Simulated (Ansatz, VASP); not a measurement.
# Two plane-wave programs on Pt2Cl

```xyz
3
Lattice="2.8000 0.0000 0.0000 -1.4000 2.4249 0.0000 0.0000 0.0000 7.4604" Properties=species:S:1:pos:R:3 pbc="T T T"
Pt    0.0000    0.0000    2.4570
Pt    0.0000    0.0000    5.0034
Cl    0.0000    0.0000    0.0000
```

Alike in both runs: functional PBE; k mesh 12 × 12 × 6; occupations gaussian, width 0.1 eV; no spin polarisation.

Ansatz relaxed the structure, and its values are those at the end. VASP's run is a single point on that final structure, the one shown.

|  | VASP | Ansatz |
| --- | --- | --- |
| version | VASP 6.6.1 | Ansatz 0.2.0 |
| potentials or method | VASP PAW PBE potentials, release 64 (Pt, Cl), cutoff 520 eV | scalar-relativistic, plane waves, PAW |
| valence electrons in the cell | 27 | 43 |

|  | VASP | Ansatz | Ansatz less VASP |
| --- | --- | --- | --- |
| gap on the k mesh at the Fermi level (eV) | none | none | - |
| pressure (GPa) | -0.4 | 0.0 | +0.35 |
| rms of the force components (eV/Å) | 0.009 | 0.000 | -0.0090 |

A gap of «none» marks a metal or a gap that the smearing closes. The functional is the same, so the differences come from potentials, cutoffs and numerics. VASP's potentials hold 27 valence electrons a cell and Ansatz's 43, so a difference there can come from the potentials and not from the codes.

Neither program's run includes spin-orbit coupling.
